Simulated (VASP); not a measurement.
# KCl in VASP: a series of runs

KCl is run at these levels: PBE; tasks: electric field gradients.

Everything below comes from runs of VASP 6.6.1. Logs are shortened: lines on timing, memory, paths and dates and some standing lists are left out, and cuts for length are marked.

## 1. The cell of the first run

It takes space group R-3m (No. 166, trigonal). The conventional cell has a = 4.486 Å, b = 4.486 Å, c = 10.824 Å, α = 90.00°, β = 90.00°, γ = 120.00°. K (site symmetry -3m) has 6 Cl at 3.16 Å within 4.2 Å. Cl (site symmetry -3m) has 6 K at 3.16 Å within 4.2 Å.

## 2. Electric field gradients, PBE (equal xy, yz and zx shear strains of -1 %)

INCAR reads:

```
SYSTEM = KCl
PREC = Accurate ; ENCUT = 520
EDIFF = 1E-8 ; ISMEAR = -1
SIGMA = 0.03 ; LREAL = .FALSE.
LASPH = .TRUE. ; NELM = 100
ALGO = Normal ; ISIF = 2
LWAVE = .FALSE. ; LCHARG = .FALSE.
GGA = PE ; LEFG = .TRUE.
NBANDS = 15
```

KPOINTS reads:

```
Automatic mesh
0
G
  7 7 7
  0 0 0
```

POSCAR reads:

```
KCl
1.0
   -0.0315610000      3.1403195000      3.1403195000
    3.1403195000     -0.0315610000      3.1403195000
    3.1403195000      3.1403195000     -0.0315610000
K Cl
1 1
Direct
    0.0000000000      0.0000000000      0.0000000000
    0.5000000000      0.5000000000      0.5000000000
```

Potentials or basis: VASP PAW PBE potentials, release 64 (K_sv, Cl).

On the command line:

```
$ cat potpaw_PBE.64/K_sv/POTCAR potpaw_PBE.64/Cl/POTCAR > POTCAR
$ mpirun -np 1 vasp_std > vasp.out
```

OUTCAR:

```text
SYSTEM = KCl
   PREC = Accurate
   ENCUT = 520
   EDIFF = 1E-8
   ISMEAR = -1
   LREAL = .FALSE.
   LASPH = .TRUE.
   NELM = 100
   ISIF = 2
   GGA = PE

 ion  position               nearest neighbor table
   1  0.000  0.000  0.000-   2 3.16   2 3.16   2 3.16   2 3.16   2 3.16   2 3.16
   2  0.500  0.500  0.500-   1 3.16   1 3.16   1 3.16   1 3.16   1 3.16   1 3.16

  LATTYP: Found a trigonal (rhomboedric) cell.
 ALAT       =     4.4411945714
 COS(alpha) =     0.4899250057

  Lattice vectors:

 A1 = (  -0.0315610000,   3.1403195000,   3.1403195000)
 A2 = (   3.1403195000,  -0.0315610000,   3.1403195000)
 A3 = (   3.1403195000,   3.1403195000,  -0.0315610000)

Analysis of symmetry for initial positions (statically):
=====================================================================
 Subroutine PRICEL returns:
 Original cell was already a primitive cell.

 Routine SETGRP: Setting up the symmetry group for a
 trigonal (rhombohedral) supercell.

 Subroutine GETGRP returns: Found 12 space group operations
 (whereof 12 operations were pure point group operations)
 out of a pool of 12 trial point group operations.

The static configuration has the point symmetry D_3d.

Analysis of symmetry for dynamics (positions and initial velocities):
=====================================================================
 Subroutine PRICEL returns:
 Original cell was already a primitive cell.

 Routine SETGRP: Setting up the symmetry group for a
 trigonal (rhombohedral) supercell.

 Subroutine GETGRP returns: Found 12 space group operations
 (whereof 12 operations were pure point group operations)
 out of a pool of 12 trial point group operations.

The dynamic configuration has the point symmetry D_3d.

 Subroutine INISYM returns: Found 12 space group operations
 (whereof 12 operations are pure point group operations),
 and found     1 'primitive' translations

----------------------------------------------------------------------------------------

                                     Primitive cell

  volume of cell :      62.8709

  direct lattice vectors                    reciprocal lattice vectors
    -0.031561000  3.140319500  3.140319500    -0.156839057  0.158431332  0.158431332
     3.140319500 -0.031561000  3.140319500     0.158431332 -0.156839057  0.158431332
[... 137 lines left out ...]
 fundamental gap:      5.1361998294
 Fermi energy:        -1.1520708278

 k-point     1 :       0.0000    0.0000    0.0000
  band No.  band energies     occupation
      1     -29.0989      2.00000
      2     -13.9850      2.00000
      3     -12.5602      2.00000
      4     -12.5590      2.00000
      5     -12.5590      2.00000
      6      -1.8865      2.00000
      7      -1.8865      2.00000
      8      -1.8590      2.00000
      9       3.2772      0.00000
     10       6.4564      0.00000
     11       6.4564      0.00000
     12       6.5812      0.00000
     13       7.3703      0.00000
     14       7.3703      0.00000
[... 401 lines left out ...]
      2     -14.0604      2.00000
      3     -12.6053      2.00000
      4     -12.5768      2.00000
      5     -12.4468      2.00000
      6      -2.6167      2.00000
      7      -2.1506      2.00000
      8      -2.1102      2.00000
      9       5.4509      0.00000
     10       5.6433      0.00000
     11       8.1392      0.00000
     12       8.1445      0.00000
     13       8.5307      0.00000
     14       8.9258      0.00000
     15      10.1809      0.00000

 [... further k-points ...]

------------------------ aborting loop because EDIFF is reached ----------------------------------------

  FORCE on cell =-STRESS in cart. coord.  units (eV):
  Direction    XX          YY          ZZ          XY          YZ          ZX
  --------------------------------------------------------------------------------------
  -------------------------------------------------------------------------------------
  Total        0.2344467      0.2344467      0.2344467      0.0242254      0.0242254      0.0242254
  in kB        5.9745487      5.9745487      5.9745487      0.6173496      0.6173496      0.6173496
  external PRESSURE =       5.9745487 kB  Pullay stress =       0.0000000 kB

 VOLUME and BASIS-vectors are now :
 -----------------------------------------------------------------------------
  energy-cutoff  :      520.00
  volume of cell :       62.87
      direct lattice vectors                 reciprocal lattice vectors
    -0.031561000  3.140319500  3.140319500    -0.156839057  0.158431332  0.158431332
     3.140319500 -0.031561000  3.140319500     0.158431332 -0.156839057  0.158431332
     3.140319500  3.140319500 -0.031561000     0.158431332  0.158431332 -0.156839057

 POSITION                                       TOTAL-FORCE (eV/Angst)
 -----------------------------------------------------------------------------------
      0.00000      0.00000      0.00000         0.000000      0.000000      0.000000
      3.12454      3.12454      3.12454        -0.000000     -0.000000     -0.000000
 -----------------------------------------------------------------------------------
    total drift:                                0.000000      0.000000      0.000000

  FREE ENERGIE OF THE ION-ELECTRON SYSTEM (eV)
  ---------------------------------------------------
  free  energy   TOTEN  =        -6.8061273660 eV

  energy  without entropy=       -6.8061273660  energy(sigma->0) =       -6.80612737

 Electric field gradients (V/A^2)
---------------------------------------------------------------------
 ion       V_xx      V_yy      V_zz      V_xy      V_xz      V_yz
---------------------------------------------------------------------
   1      -0.000    -0.000     0.000     0.570     0.570     0.570
   2       0.000    -0.000     0.000    -0.671    -0.671    -0.671
---------------------------------------------------------------------

 Electric field gradients after diagonalization (V/A^2)
 (convention: |V_zz| > |V_xx| > |V_yy|)
----------------------------------------------------------------------
 ion       V_xx      V_yy      V_zz     asymmetry (V_yy - V_xx)/ V_zz
----------------------------------------------------------------------
   1      -0.570    -0.570     1.140       0.000
   2       0.671     0.671    -1.341       0.000
----------------------------------------------------------------------

           NMR quadrupolar parameters

 Cq : quadrupolar parameter    Cq=e*Q*V_zz/h
 eta: asymmetry parameters     (V_yy - V_xx)/ V_zz
 Q  : nuclear electric quadrupole moment in mb (millibarn)
----------------------------------------------------------------------
 ion       Cq(MHz)       eta       Q (mb)
----------------------------------------------------------------------
   1       0.003       0.000       1.000
   2      -0.003       0.000       1.000
----------------------------------------------------------------------
```

OSZICAR:

```text
N       E                     dE             d eps       ncg     rms          rms(c)
DAV:   1     0.103640165374E+03    0.10364E+03   -0.71246E+03  1320   0.954E+02
DAV:   2    -0.838311688055E+00   -0.10448E+03   -0.97082E+02  1768   0.240E+02
DAV:   3    -0.690851258302E+01   -0.60702E+01   -0.60409E+01  1860   0.512E+01
DAV:   4    -0.709845485145E+01   -0.18994E+00   -0.18991E+00  1981   0.839E+00
DAV:   5    -0.710010239289E+01   -0.16475E-02   -0.16475E-02  1881   0.808E-01    0.329E+00
DAV:   6    -0.680769449202E+01    0.29241E+00   -0.42090E-01  1691   0.326E+00    0.269E+00
DAV:   7    -0.679254521676E+01    0.15149E-01   -0.10219E-01  1803   0.181E+00    0.155E+00
DAV:   8    -0.680477020434E+01   -0.12225E-01   -0.15986E-02  1580   0.947E-01    0.178E-01
DAV:   9    -0.680553331737E+01   -0.76311E-03   -0.95143E-04  1810   0.195E-01    0.971E-02
DAV:  10    -0.680611916759E+01   -0.58585E-03   -0.61472E-04  1376   0.156E-01    0.202E-02
DAV:  11    -0.680612389874E+01   -0.47312E-05   -0.23151E-05  1915   0.272E-02    0.622E-03
DAV:  12    -0.680612695516E+01   -0.30564E-05   -0.38789E-06  1439   0.140E-02    0.488E-03
DAV:  13    -0.680612722958E+01   -0.27442E-06   -0.53022E-07  1817   0.381E-03    0.921E-04
DAV:  14    -0.680612735786E+01   -0.12828E-06   -0.97602E-08  1474   0.199E-03    0.305E-04
DAV:  15    -0.680612736602E+01   -0.81554E-08   -0.14016E-09  1437   0.271E-04
   1 F= -.68061274E+01 E0= -.68061274E+01  d E =-.123628E-11
```

It took 48 s on 1 thread of AMD EPYC 7R43 (Zen 3), shared host; peak memory 0.18 GiB.

Results:

- Free energy: -6.8061 eV
- Pressure: 0.6 GPa
- Band gap on the k mesh: 5.14 eV, direct

Levels at points of the mesh, in eV from the valence-band top:
```
           k point  band 4  band 5  band 6  band 7  band 8  band 9  band 10  band 11  band 12  band 13
(0.00, 0.00, 0.00)  -10.70  -10.70   -0.03   -0.03    0.00    5.14     8.32     8.32     8.44     9.23
```

Electric field gradients, principal values (V/Å²):
| atom | least | middle | greatest (by size) |
| --- | --- | --- | --- |
| 1 K | -0.570 | -0.570 | 1.140 |
| 2 Cl | 0.671 | 0.671 | -1.341 |

Caveat: the cell differs from its parent crystal (equal xy, yz and zx shear strains of -1 %); without QUAD_EFG the Cq values of the log hold for a quadrupole moment of 1 mb, not for the nuclei.

## 3. Electric field gradients, PBE (equal xy, yz and zx shear strains of +3 %)

INCAR reads:

```
SYSTEM = KCl
  PREC = Accurate
  ENCUT = 520
  EDIFF = 1E-8
  ISMEAR = -1
  SIGMA = 0.03
  LREAL = .False.
  LASPH = .True.
  NELM = 100
  ALGO = Normal
  ISIF = 2
  LWAVE = .False.
  LCHARG = .False.
  GGA = PE
  LEFG = .True.
  NBANDS = 15
```

KPOINTS reads:

```
regular mesh
0
Gamma
  7 7 7
  0 0 0
```

POSCAR reads:

```
KCl
1.0
    0.0946830000      3.2034415000      3.2034415000
    3.2034415000      0.0946830000      3.2034415000
    3.2034415000      3.2034415000      0.0946830000
K Cl
1 1
Direct
    0.0000000000      0.0000000000      0.0000000000
    0.5000000000      0.5000000000      0.5000000000
```

Potentials or basis: VASP PAW PBE potentials, release 64 (K_sv, Cl).

On the command line:

```
$ cat potpaw_PBE.64/K_sv/POTCAR potpaw_PBE.64/Cl/POTCAR > POTCAR
$ mpirun -np 1 vasp_std > vasp.out
```

OUTCAR:

```text
SYSTEM = KCl
   PREC = Accurate
   ENCUT = 520
   EDIFF = 1E-8
   ISMEAR = -1
   LREAL = .False.
   LASPH = .True.
   NELM = 100
   ISIF = 2
   GGA = PE

 ion  position               nearest neighbor table
   1  0.000  0.000  0.000-   2 3.16   2 3.16   2 3.16   2 3.16   2 3.16   2 3.16
   2  0.500  0.500  0.500-   1 3.16   1 3.16   1 3.16   1 3.16   1 3.16   1 3.16

  LATTYP: Found a trigonal (rhomboedric) cell.
 ALAT       =     4.5313397311
 COS(alpha) =     0.5293254421

  Lattice vectors:

 A1 = (   0.0946830000,   3.2034415000,   3.2034415000)
 A2 = (   3.2034415000,   0.0946830000,   3.2034415000)
 A3 = (   3.2034415000,   3.2034415000,   0.0946830000)

Analysis of symmetry for initial positions (statically):
=====================================================================
 Subroutine PRICEL returns:
 Original cell was already a primitive cell.

 Routine SETGRP: Setting up the symmetry group for a
 trigonal (rhombohedral) supercell.

 Subroutine GETGRP returns: Found 12 space group operations
 (whereof 12 operations were pure point group operations)
 out of a pool of 12 trial point group operations.

The static configuration has the point symmetry D_3d.

Analysis of symmetry for dynamics (positions and initial velocities):
=====================================================================
 Subroutine PRICEL returns:
 Original cell was already a primitive cell.

 Routine SETGRP: Setting up the symmetry group for a
 trigonal (rhombohedral) supercell.

 Subroutine GETGRP returns: Found 12 space group operations
 (whereof 12 operations were pure point group operations)
 out of a pool of 12 trial point group operations.

The dynamic configuration has the point symmetry D_3d.

 Subroutine INISYM returns: Found 12 space group operations
 (whereof 12 operations are pure point group operations),
 and found     1 'primitive' translations

----------------------------------------------------------------------------------------

                                     Primitive cell

  volume of cell :      62.8336

  direct lattice vectors                    reciprocal lattice vectors
     0.094683000  3.203441500  3.203441500    -0.163178180  0.158493639  0.158493639
     3.203441500  0.094683000  3.203441500     0.158493639 -0.163178180  0.158493639
     3.203441500  3.203441500  0.094683000     0.158493639  0.158493639 -0.163178180

  length of vectors
     4.531339731  4.531339731  4.531339731     0.277250041  0.277250041  0.277250041

  position of ions in fractional coordinates (direct lattice)
     0.000000000  0.000000000  0.000000000
     0.500000000  0.500000000  0.500000000

  ion indices of the primitive-cell ions
   primitive index   ion index
                 1           1
                 2           2

----------------------------------------------------------------------------------------

 KPOINTS: regular mesh
[... 85 lines left out ...]
   IALGO  =     38    algorithm
   IMIX   =      4    mixing-type and parameters
     AMIX     =   0.40;   BMIX     =  1.00
     AMIX_MAG =   1.60;   BMIX_MAG =  1.00
  volume/ion in A,a.u.               =      31.42       212.01
  Fermi-wavevector in a.u.,A,eV,Ry     =   1.037650  1.960874 14.649628  1.076717
  Thomas-Fermi vector in A             =   2.172098
   LORBIT       =      0    0 simple, 1 ext, 2 COOP (PROOUT), +10 PAW based schemes
   GGA     = PE    functional components
   LHFCALC =     F    Hartree Fock is set to
   AEXX    =    0.0000 exact exchange contribution
   IVDW    =     0    specifies the selected vdW correction
   LEPSILON=     F    determine dielectric tensor
   LRPA    =     F    only Hartree local field effects (RPA)
 non-spin polarized calculation
  energy-cutoff  :      520.00
  volume of cell :       62.83
 maximum number of plane-waves:      1706
 NGX is ok and might be reduce to    36
   NGX = 17   NGY = 17   NGZ = 17

 number of electron      16.0000002 magnetization

 Free energy of the ion-electron system (eV)
  ---------------------------------------------------
  ext. energy  EPLUGINS =         0.00000000
  ---------------------------------------------------
  free energy    TOTEN  =        -6.80281401 eV

  energy without entropy =       -6.80281401  energy(sigma->0) =       -6.80281401

 E-fermi :  -1.1515     XC(G=0):  -7.5052

 val. band max:       -1.8401553816   @ k =   0.0000   0.0000   0.0000
 cond. band min:       3.2768500747   @ k =   0.0000   0.0000   0.0000
 fundamental gap:      5.1170054562
 Fermi energy:        -1.1514890420

 k-point     1 :       0.0000    0.0000    0.0000
  band No.  band energies     occupation
      1     -29.1005      2.00000
      2     -13.9796      2.00000
      3     -12.5617      2.00000
      4     -12.5617      2.00000
      5     -12.5582      2.00000
      6      -1.9284      2.00000
      7      -1.8402      2.00000
      8      -1.8402      2.00000
      9       3.2769      0.00000
     10       6.2754      0.00000
     11       6.6198      0.00000
     12       6.6198      0.00000
     13       7.3835      0.00000
     14       7.3835      0.00000
[... 401 lines left out ...]
      2     -14.0622      2.00000
      3     -12.6086      2.00000
      4     -12.5829      2.00000
      5     -12.4296      2.00000
      6      -2.6024      2.00000
      7      -2.1325      2.00000
      8      -2.0863      2.00000
      9       5.3979      0.00000
     10       5.6937      0.00000
     11       8.1107      0.00000
     12       8.2174      0.00000
     13       8.4415      0.00000
     14       8.9513      0.00000
     15      10.1101      0.00000

 [... further k-points ...]

------------------------ aborting loop because EDIFF is reached ----------------------------------------

  FORCE on cell =-STRESS in cart. coord.  units (eV):
  Direction    XX          YY          ZZ          XY          YZ          ZX
  --------------------------------------------------------------------------------------
  -------------------------------------------------------------------------------------
  Total        0.2325125      0.2325125      0.2325125     -0.0816482     -0.0816482     -0.0816482
  in kB        5.9287747      5.9287747      5.9287747     -2.0819265     -2.0819265     -2.0819265
  external PRESSURE =       5.9287747 kB  Pullay stress =       0.0000000 kB

 VOLUME and BASIS-vectors are now :
 -----------------------------------------------------------------------------
  energy-cutoff  :      520.00
  volume of cell :       62.83
      direct lattice vectors                 reciprocal lattice vectors
     0.094683000  3.203441500  3.203441500    -0.163178180  0.158493639  0.158493639
     3.203441500  0.094683000  3.203441500     0.158493639 -0.163178180  0.158493639
     3.203441500  3.203441500  0.094683000     0.158493639  0.158493639 -0.163178180

 POSITION                                       TOTAL-FORCE (eV/Angst)
 -----------------------------------------------------------------------------------
      0.00000      0.00000      0.00000        -0.000000      0.000000     -0.000000
      3.25078      3.25078      3.25078         0.000000     -0.000000      0.000000
 -----------------------------------------------------------------------------------
    total drift:                                0.000000      0.000000      0.000000

  FREE ENERGIE OF THE ION-ELECTRON SYSTEM (eV)
  ---------------------------------------------------
  free  energy   TOTEN  =        -6.8028140113 eV

  energy  without entropy=       -6.8028140113  energy(sigma->0) =       -6.80281401

 Electric field gradients (V/A^2)
---------------------------------------------------------------------
 ion       V_xx      V_yy      V_zz      V_xy      V_xz      V_yz
---------------------------------------------------------------------
   1      -0.000    -0.000    -0.000    -1.769    -1.769    -1.769
   2       0.000     0.000    -0.000     2.181     2.181     2.181
---------------------------------------------------------------------

 Electric field gradients after diagonalization (V/A^2)
 (convention: |V_zz| > |V_xx| > |V_yy|)
----------------------------------------------------------------------
 ion       V_xx      V_yy      V_zz     asymmetry (V_yy - V_xx)/ V_zz
----------------------------------------------------------------------
   1       1.769     1.769    -3.538       0.000
   2      -2.181    -2.181     4.363       0.000
----------------------------------------------------------------------

           NMR quadrupolar parameters

 Cq : quadrupolar parameter    Cq=e*Q*V_zz/h
 eta: asymmetry parameters     (V_yy - V_xx)/ V_zz
 Q  : nuclear electric quadrupole moment in mb (millibarn)
----------------------------------------------------------------------
 ion       Cq(MHz)       eta       Q (mb)
----------------------------------------------------------------------
   1      -0.009       0.000       1.000
   2       0.011       0.000       1.000
----------------------------------------------------------------------
```

stdout:

```text
POSCAR found type information on POSCAR K Cl
 POSCAR found :  2 types and       2 ions
 scaLAPACK will be used
 LDA part: xc-table for (Slater+PW92), standard interpolation
 POSCAR, INCAR and KPOINTS ok, starting setup
 FFT: planning ... GRIDC
 FFT: planning ... GRID_SOFT
 FFT: planning ... GRID
 WAVECAR not read
 entering main loop
ion   1

ion   2
```

Run time: 51 s. Hardware: 1 thread of AMD EPYC 7R43 (Zen 3), shared host; peak memory 0.18 GiB.

Results:

```yaml
Free_energy: -6.8028 eV
Pressure: 0.6 GPa
Band_gap_on_the_k_mesh: 5.12 eV, direct
```

Stress tensor (GPa, compression positive):
```
 0.59 -0.21 -0.21
-0.21  0.59 -0.21
-0.21 -0.21  0.59
```

Levels at points of the mesh, in eV from the valence-band top:
```
           k point  band 5  band 6  band 7  band 8  band 9  band 10  band 11  band 12
(0.00, 0.00, 0.00)  -10.72   -0.09    0.00    0.00    5.12     8.12     8.46     8.46
```

Electric field gradients, principal values (V/Å²):
```tsv
atom	least	middle	greatest (by size)
1 K	1.769	1.769	-3.538
2 Cl	-2.181	-2.181	4.363
```

Caveat: the cell differs from its parent crystal (equal xy, yz and zx shear strains of +3 %); without QUAD_EFG the Cq values of the log hold for a quadrupole moment of 1 mb, not for the nuclei. A k mesh can miss the band edges.

(Part 1 of 2 ends here.)
